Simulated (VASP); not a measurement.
# C (P6_3/mmc) in VASP: single point with r2SCAN

Aim: the single point of C with r2SCAN.

Program: VASP 6.6.1. These are calculated values, not measurements. Logs are shortened: lines on timing, memory, paths and dates and some standing lists are left out, and cuts for length are marked.

## Step 1: The cell of the first run

Symmetry: P6_3/mmc, No. 194, hexagonal system. Conventional cell: a = 2.407 Å, b = 2.407 Å, c = 30.026 Å, α = 90.00°, β = 90.00°, γ = 120.00°. Within 1.9 Å of C (site symmetry 3m) lie 3 C at 1.39 Å. Within 1.9 Å of C (site symmetry 3m) lie 3 C at 1.39 Å. C (site symmetry -6m2) has 3 C at 1.39 Å within 1.9 Å. C (site symmetry -6m2) has 3 C at 1.39 Å within 1.9 Å.

## Step 2: Single point, r2SCAN (biaxial strain in the a-b plane: -2.0 %)

POSCAR reads:

```
C
1.0
    2.4067501206      0.0000000000      0.0000000000
   -1.2033750603      2.0843067450      0.0000000000
    0.0000000000      0.0000000000     30.0262069067
C
12
Direct
    0.6666666667      0.3333333333      0.6319797064
    0.6666666667      0.3333333333      0.1319833469
    0.6666666667      0.3333333333      0.3680166531
    0.6666666667      0.3333333333      0.8680202936
    0.0000000000      0.0000000000      0.2500000000
    0.3333333333      0.6666666667      0.8680166531
    0.0000000000      0.0000000000      0.7500000000
    0.6666666667      0.3333333333      0.2500000000
    0.3333333333      0.6666666667      0.3680202936
    0.3333333333      0.6666666667      0.7500000000
    0.3333333333      0.6666666667      0.1319797064
    0.3333333333      0.6666666667      0.6319833469
```

INCAR.step1 reads:

```
PREC = Accurate
ENCUT = 520
ISMEAR = 0
SIGMA = 0.1
LREAL = F
LASPH = T
NELM = 80
NBANDS = 36
GGA = PE
ALGO = Normal
EDIFF = 1E-4
LWAVE = T
LCHARG = F
```

INCAR.step2 reads:

```
PREC = Accurate
ENCUT = 520
EDIFF = 1E-7
ISMEAR = 0
SIGMA = 0.1
LREAL = F
LASPH = T
NELM = 80
ALGO = Normal
ISIF = 2
LWAVE = F
LCHARG = T
METAGGA = R2SCAN
LMIXTAU = T
LELF = T
LVHAR = T
NBANDS = 36
ISTART = 1
```

KPOINTS reads:

```
regular mesh
0
Gamma
  18 18 2
```

Potentials or basis: VASP PAW PBE potentials, release 64 (C).

Command:

```sh
> cat potpaw_PBE.64/C/POTCAR > POTCAR
> cp INCAR.step1 INCAR
> mpirun -np 1 vasp_std > vasp.out
> cp INCAR.step2 INCAR
> mpirun -np 1 vasp_std > vasp.out
```

OUTCAR:

```text
PREC = Accurate
   ENCUT = 520
   EDIFF = 1E-7
   ISMEAR = 0
   LREAL = F
   LASPH = T
   NELM = 80
   ISIF = 2
   METAGGA = R2SCAN
   ISTART = 1

 ion  position               nearest neighbor table
   1  0.667  0.333  0.632-  12 1.39  12 1.39  12 1.39
   2  0.667  0.333  0.132-  11 1.39  11 1.39  11 1.39
   3  0.667  0.333  0.368-   9 1.39   9 1.39   9 1.39
   4  0.667  0.333  0.868-   6 1.39   6 1.39   6 1.39
   5  0.000  0.000  0.250-   8 1.39   8 1.39   8 1.39
   6  0.333  0.667  0.868-   4 1.39   4 1.39   4 1.39
   7  0.000  0.000  0.750-  10 1.39  10 1.39  10 1.39
   8  0.667  0.333  0.250-   5 1.39   5 1.39   5 1.39
   9  0.333  0.667  0.368-   3 1.39   3 1.39   3 1.39
  10  0.333  0.667  0.750-   7 1.39   7 1.39   7 1.39
  11  0.333  0.667  0.132-   2 1.39   2 1.39   2 1.39
  12  0.333  0.667  0.632-   1 1.39   1 1.39   1 1.39

  LATTYP: Found a hexagonal cell.
 ALAT       =     2.4067501206
 C/A-ratio  =    12.4758306439

  Lattice vectors:

 A1 = (   2.4067501206,   0.0000000000,   0.0000000000)
 A2 = (  -1.2033750603,   2.0843067450,   0.0000000000)
 A3 = (   0.0000000000,   0.0000000000,  30.0262069067)

Analysis of symmetry for initial positions (statically):
=====================================================================
 Subroutine PRICEL returns:
 Original cell was already a primitive cell.

 Routine SETGRP: Setting up the symmetry group for a
 hexagonal supercell.

 Subroutine GETGRP returns: Found 24 space group operations
 (whereof 12 operations were pure point group operations)
 out of a pool of 24 trial point group operations.

The static configuration has the point symmetry D_3d.
 The point group associated with its full space group is D_6h.

Analysis of symmetry for dynamics (positions and initial velocities):
=====================================================================
 Subroutine PRICEL returns:
 Original cell was already a primitive cell.

 Routine SETGRP: Setting up the symmetry group for a
 hexagonal supercell.

 Subroutine GETGRP returns: Found 24 space group operations
 (whereof 12 operations were pure point group operations)
 out of a pool of 24 trial point group operations.

The dynamic configuration has the point symmetry D_3d.
 The point group associated with its full space group is D_6h.

 Subroutine INISYM returns: Found 24 space group operations
 (whereof 12 operations are pure point group operations),
 and found     1 'primitive' translations

----------------------------------------------------------------------------------------

                                     Primitive cell

  volume of cell :     150.6236

  direct lattice vectors                    reciprocal lattice vectors
     2.406750121  0.000000000  0.000000000     0.415498058  0.239887915  0.000000000
    -1.203375060  2.084306745  0.000000000     0.000000000  0.479775831  0.000000000
     0.000000000  0.000000000 30.026206907     0.000000000  0.000000000  0.033304240

  length of vectors
     2.406750121  2.406750121 30.026206907     0.479775831  0.479775831  0.033304240

  position of ions in fractional coordinates (direct lattice)
     0.666666667  0.333333333  0.631979706
     0.666666667  0.333333333  0.131983347
     0.666666667  0.333333333  0.368016653
     0.666666667  0.333333333  0.868020294
     0.000000000  0.000000000  0.250000000
     0.333333333  0.666666667  0.868016653
     0.000000000  0.000000000  0.750000000
     0.666666667  0.333333333  0.250000000
     0.333333333  0.666666667  0.368020294
     0.333333333  0.666666667  0.750000000
     0.333333333  0.666666667  0.131979706
     0.333333333  0.666666667  0.631983347

  ion indices of the primitive-cell ions
   primitive index   ion index
                 1           1
                 2           2
                 3           3
                 4           4
                 5           5
                 6           6
                 7           7
                 8           8
                 9           9
                10          10
                11          11
                12          12

----------------------------------------------------------------------------------------

 KPOINTS: regular mesh

Automatic generation of k-mesh.
 Grid dimensions read from file:
 generate k-points for:   18   18    2

 Generating k-lattice:

  Cartesian coordinates                     Fractional coordinates (reciprocal lattice)
     0.023083225  0.013327106  0.000000000     0.055555556  0.000000000  0.000000000
     0.000000000  0.026654213  0.000000000     0.000000000  0.055555556  0.000000000
     0.000000000  0.000000000  0.016652120     0.000000000  0.000000000  0.500000000

  Length of vectors
     0.026654213  0.026654213  0.016652120

  Shift w.r.t. Gamma in fractional coordinates (k-lattice)
     0.000000000  0.000000000  0.000000000

 Subroutine IBZKPT returns following result:
 ===========================================

 Found     74 irreducible k-points:

 Following reciprocal coordinates:
            Coordinates               Weight
  0.000000  0.000000  0.000000      1.000000
  0.055556  0.000000  0.000000      6.000000
  0.111111  0.000000  0.000000      6.000000
  0.166667 -0.000000  0.000000      6.000000
  0.222222 -0.000000  0.000000      6.000000
  0.277778  0.000000  0.000000      6.000000
[... 16 lines left out ...]
  0.333333  0.111111  0.000000     12.000000
  0.388889  0.111111  0.000000     12.000000
 [... further k-points ...]
   k-points           NKPTS =     74   k-points in BZ     NKDIM =     74   number of bands    NBANDS=     36
   number of dos      NEDOS =    301   number of ions     NIONS =     12
   total plane-waves  NPLWV =  72576
   dimension x,y,z NGX =    18 NGY =   18 NGZ =  224
   dimension x,y,z NGXF=    36 NGYF=   36 NGZF=  448
   ions per type =              12
   NGX,Y,Z   is equivalent  to a cutoff of  12.43, 12.43, 12.40 a.u.
   NGXF,Y,Z  is equivalent  to a cutoff of  24.87, 24.87, 24.80 a.u.
 SYSTEM =  unknown system
   PREC   = accura    normal or accurate (medium, high low for compatibility)
   ISTART =      1    job   : 0-new  1-cont  2-samecut
   ICHARG =      0    charge: 1-file 2-atom 10-const
   ISPIN  =      1    spin polarized calculation?
   LNONCOLLINEAR =      F non collinear calculations
   LSORBIT =      F    spin-orbit coupling
   LASPH  =      T    aspherical Exc in radial PAW
   ENCUT  =  520.0 eV  38.22 Ry    6.18 a.u.   4.47  4.47 55.83*2*pi/ulx,y,z
   NELM   =     80;   NELMIN=  2; NELMDL=  0     # of ELM steps
   EDIFF  = 0.1E-06   stopping-criterion for ELM
   LREAL  =      F    real-space projection
   EDIFFG = 0.1E-05   stopping-criterion for IOM
   NSW    =      0    number of steps for IOM
   IBRION =     -1    ionic relax: 0-MD 1-quasi-New 2-CG
   NFREE  =      0    steps in history (QN), initial steepest desc. (CG)
   ISIF   =      2    stress and relaxation
   ISYM   =      2    0-nonsym 1-usesym 2-fastsym
   POTIM  = 0.5000    time-step for ionic-motion
   TEBEG  =    0.0;   TEEND  =   0.0 temperature during run
   PSTRESS=    0.0 pullay stress
   NELECT =      48.0000    total number of electrons
   NUPDOWN=      -1.0000    fix difference up-down
   EMIN   =  10.00;   EMAX   =-10.00  energy-range for DOS
   EFERMI =   0.00;   METHOD = LEGACY
   ISMEAR =     0;   SIGMA  =   0.10  broadening in eV -4-tet -1-fermi 0-gaus
   EFERMI_NEDOS =   21; number of points for ismear=-14 and -15
   IALGO  =     38    algorithm
   IMIX   =      4    mixing-type and parameters
     AMIX     =   0.40;   BMIX     =  1.00
     AMIX_MAG =   1.60;   BMIX_MAG =  1.00
  volume/ion in A,a.u.               =      12.55        84.70
  Fermi-wavevector in a.u.,A,eV,Ry     =   1.118212  2.113115 17.012703  1.250398
  Thomas-Fermi vector in A             =   2.254841
   LORBIT       =      0    0 simple, 1 ext, 2 COOP (PROOUT), +10 PAW based schemes
   METAGGA = R2SCAN    functional components
   LHFCALC =     F    Hartree Fock is set to
   AEXX    =    0.0000 exact exchange contribution
   IVDW    =     0    specifies the selected vdW correction
   LEPSILON=     F    determine dielectric tensor
   LRPA    =     F    only Hartree local field effects (RPA)
 non-spin polarized calculation
 Gauss-broadening in eV      SIGMA  =   0.10
  energy-cutoff  :      520.00
  volume of cell :      150.62
 maximum number of plane-waves:      4128
 NGX is ok and might be reduce to    18
   NGX =  9   NGY =  9   NGZ =111

 number of electron      48.0000007 magnetization

 Free energy of the ion-electron system (eV)
  ---------------------------------------------------
  ext. energy  EPLUGINS =         0.00000000
  ---------------------------------------------------
  free energy    TOTEN  =      -118.79798691 eV

  energy without entropy =     -118.79520667  energy(sigma->0) =     -118.79659679

 E-fermi :   2.0615     XC(G=0):  -8.0363

 val. band max:        2.0582680714   @ k =   0.3333   0.3333   0.5000
 cond. band min:       2.0651919828   @ k =   0.3333   0.3333   0.5000
 fundamental gap:      0.0069239114
 Fermi energy:         2.0614818759

 k-point     1 :       0.0000    0.0000    0.0000
  band No.  band energies     occupation
      1     -19.3696      2.00000
      2     -19.3695      2.00000
      3     -19.3098      2.00000
      4     -19.3097      2.00000
      5     -19.2385      2.00000
      6     -19.2385      2.00000
[... 28 lines left out ...]
     35      11.1925      0.00000
     36      11.1963      0.00000

 k-point     2 :       0.0556    0.0000    0.0000
  band No.  band energies     occupation
      1     -19.2888      2.00000
      2     -19.2888      2.00000
      3     -19.2294      2.00000
      4     -19.2294      2.00000
      5     -19.1585      2.00000
      6     -19.1585      2.00000
[... 28 lines left out ...]
     35      11.2530      0.00000
     36      11.2666      0.00000

 k-point     3 :       0.1111    0.0000    0.0000
  band No.  band energies     occupation
      1     -19.0472      2.00000
      2     -19.0472      2.00000
      3     -18.9886      2.00000
      4     -18.9886      2.00000
      5     -18.9187      2.00000
      6     -18.9187      2.00000
[... 28 lines left out ...]
     35      11.3573      0.00000
     36      11.3667      0.00000

 k-point     4 :       0.1667   -0.0000    0.0000
  band No.  band energies     occupation
      1     -18.6456      2.00000
      2     -18.6456      2.00000
      3     -18.5886      2.00000
      4     -18.5886      2.00000
      5     -18.5203      2.00000
      6     -18.5202      2.00000
[... 28 lines left out ...]
     35      11.3793      0.00000
     36      11.3854      0.00000

 k-point     5 :       0.2222   -0.0000    0.0000
  band No.  band energies     occupation
      1     -18.0863      2.00000
      2     -18.0863      2.00000
      3     -18.0313      2.00000
      4     -18.0313      2.00000
      5     -17.9652      2.00000
      6     -17.9652      2.00000
[... 655 lines left out ...]
 k-point    22 :       0.2778    0.1111    0.0000
  band No.  band energies     occupation
      1     -16.2771      2.00000
      2     -16.2771      2.00000
      3     -16.2287      2.00000
      4     -16.2286      2.00000
      5     -16.1696      2.00000
      6     -16.1696      2.00000
[... 28 lines left out ...]
     35      10.8277      0.00000
     36      11.7839      0.00000

 k-point    23 :       0.3333    0.1111    0.0000
  band No.  band energies     occupation
      1     -15.2797      2.00000
      2     -15.2797      2.00000
      3     -15.2349      2.00000
      4     -15.2349      2.00000
      5     -15.1798      2.00000
      6     -15.1797      2.00000
[... 28 lines left out ...]
     35      11.8138      0.00000
     36      11.8665      0.00000

 k-point    24 :       0.3889    0.1111    0.0000
  band No.  band energies     occupation
      1     -14.1738      2.00000
      2     -14.1738      2.00000
      3     -14.1342      2.00000
      4     -14.1341      2.00000
      5     -14.0844      2.00000
      6     -14.0844      2.00000
[... 28 lines left out ...]
     35      11.9332      0.00000
     36      11.9447      0.00000

 [... further k-points ...]

------------------------ aborting loop because EDIFF is reached ----------------------------------------

  FORCE on cell =-STRESS in cart. coord.  units (eV):
  Direction    XX          YY          ZZ          XY          YZ          ZX
  --------------------------------------------------------------------------------------
  -------------------------------------------------------------------------------------
  Total       18.5904408     18.5904408     -0.1872034     -0.0000000      0.0000000      0.0000000
  in kB      197.7457510    197.7457510     -1.9912751     -0.0000000      0.0000000      0.0000000
  external PRESSURE =     131.1667423 kB  Pullay stress =       0.0000000 kB

 VOLUME and BASIS-vectors are now :
 -----------------------------------------------------------------------------
  energy-cutoff  :      520.00
  volume of cell :      150.62
      direct lattice vectors                 reciprocal lattice vectors
     2.406750121  0.000000000  0.000000000     0.415498058  0.239887915  0.000000000
    -1.203375060  2.084306745  0.000000000     0.000000000  0.479775831  0.000000000
     0.000000000  0.000000000 30.026206907     0.000000000  0.000000000  0.033304240

 POSITION                                       TOTAL-FORCE (eV/Angst)
 -----------------------------------------------------------------------------------
      1.20338      0.69477     18.97595         0.000000      0.000000      0.004105
      1.20338      0.69477      3.96296         0.000000     -0.000000      0.003546
      1.20338      0.69477     11.05014         0.000000     -0.000000     -0.003546
      1.20338      0.69477     26.06336         0.000000      0.000000     -0.004105
      0.00000      0.00000      7.50655        -0.000000      0.000000     -0.000000
     -0.00000      1.38954     26.06325        -0.000000      0.000000     -0.003546
      0.00000      0.00000     22.51966         0.000000     -0.000000     -0.000000
      1.20338      0.69477      7.50655        -0.000000      0.000000     -0.000000
     -0.00000      1.38954     11.05025        -0.000000     -0.000000     -0.004105
     -0.00000      1.38954     22.51966         0.000000     -0.000000     -0.000000
     -0.00000      1.38954      3.96285        -0.000000     -0.000000      0.004105
     -0.00000      1.38954     18.97606         0.000000      0.000000      0.003546
 -----------------------------------------------------------------------------------
    total drift:                                0.000000      0.000000      0.000000

  FREE ENERGIE OF THE ION-ELECTRON SYSTEM (eV)
  ---------------------------------------------------
  free  energy   TOTEN  =      -118.7979869139 eV

  energy  without entropy=     -118.7952066687  energy(sigma->0) =     -118.79659679
```

Wall time 29 min (1 thread of Intel Xeon 6975P-C (Granite Rapids), shared host); peak memory 0.43 GiB.

What came out:

| Property | Result |
| --- | --- |
| Free energy | -118.7980 eV |
| Pressure | 13.1 GPa |
| Largest force | 0.004 eV/Å |

Forces in eV/Å, atoms in the order of the input:
```
C    0.000  0.000  0.004
C    0.000  0.000  0.004
C    0.000  0.000 -0.004
C    0.000  0.000 -0.004
C    0.000  0.000  0.000
C    0.000  0.000 -0.004
C    0.000  0.000  0.000
C    0.000  0.000  0.000
C    0.000  0.000 -0.004
C    0.000  0.000  0.000
C    0.000  0.000  0.004
C    0.000  0.000  0.004
```

Stress tensor (GPa, compression positive):
```
19.77  0.00  0.00
 0.00 19.77  0.00
 0.00  0.00 -0.20
```

Caveat: the cell differs from its parent crystal (biaxial strain in the a-b plane: -2.0 %); the stress differs along the axes, from -0 to 20 GPa; the PAW data sets were made with another functional, which shifts forces and pressure a little.
